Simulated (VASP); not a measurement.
Set up this calculation in VASP 6.6.1, as the native input.

* Task: relaxation of cell and atoms
* Functional: PBE
* Potentials or basis: VASP PAW PBE potentials, release 64 (Pt)
* Cutoff: 600 eV
* k mesh: 10 × 10 × 10
* Occupations: fermi-dirac, width 0.05 eV
* Spin: collinear spin
* Starting moments: [1.0, 1.0] μB
* Dipole correction: no
* Further INCAR settings: ALGO = Normal; EDIFF = 1e-06; IBRION = 2; EDIFFG = -0.01; NSW = 80; ISIF = 3

The structure of Pt lies in POSCAR:

```
Pt
1.0
    0.0000000000      2.7314125730      2.7314125730
    2.7314125730      0.0000000000      2.7314125730
    2.7314125730      2.7314125730      0.0000000000
Pt
2
Direct
    0.1250000000      0.1250000000      0.1250000000
    0.8750000000      0.8750000000      0.8750000000
```

This isn't the form of Pt at room conditions, which is fcc.

One way to write it, as run:

INCAR

```
SYSTEM = Pt
PREC = Accurate ; ENCUT = 600
EDIFF = 1E-6 ; ISMEAR = -1
SIGMA = 0.05 ; LREAL = .False.
LASPH = .True. ; NELM = 150
ALGO = Normal ; ISIF = 3
LWAVE = .False. ; LCHARG = .False.
ISPIN = 2 ; MAGMOM = 1 1
LORBIT = 11 ; LMAXMIX = 4
GGA = PE ; IBRION = 2
NSW = 80 ; EDIFFG = -0.01
```

KPOINTS

```
regular mesh
0
Gamma
  10 10 10
  0 0 0
```

Potentials or basis: VASP PAW PBE potentials, release 64 (Pt).

Run with:

```bash
$ cat potpaw_PBE.64/Pt/POTCAR > POTCAR
$ mpirun -np 1 vasp_std > vasp.out
```

It gave:

```yaml
Relaxed_volume: 23.99 Å³/atom
Relaxed_cell: a = 4.079 Å, b = 4.079 Å, c = 4.079 Å, α = 60.00°, β = 60.00°, γ = 60.00°
Space_group_after_relaxing_to_0.1_Å: Fd-3m (No. 227)
Energy_gained_by_relaxing: 276.1 meV/atom
Ionic_steps: 5
Pressure_after_relaxing: 0.0 GPa
Band_gap_on_the_k_mesh: zero (filled and empty bands overlap)
Net_moment: 0.00 μB per cell
Valence_electrons_inside_the_program's_atomic_spheres: Pt 9.19
```

Caveat: the volume moved by over 15 % at a fixed basis, so the end points are rough; spin-orbit coupling is left out, which moves the levels of the heavy elements.

Run time: 5.3 min on 1 thread of Intel Xeon 8259CL, with other jobs on the host, peak memory 0.21 GiB.
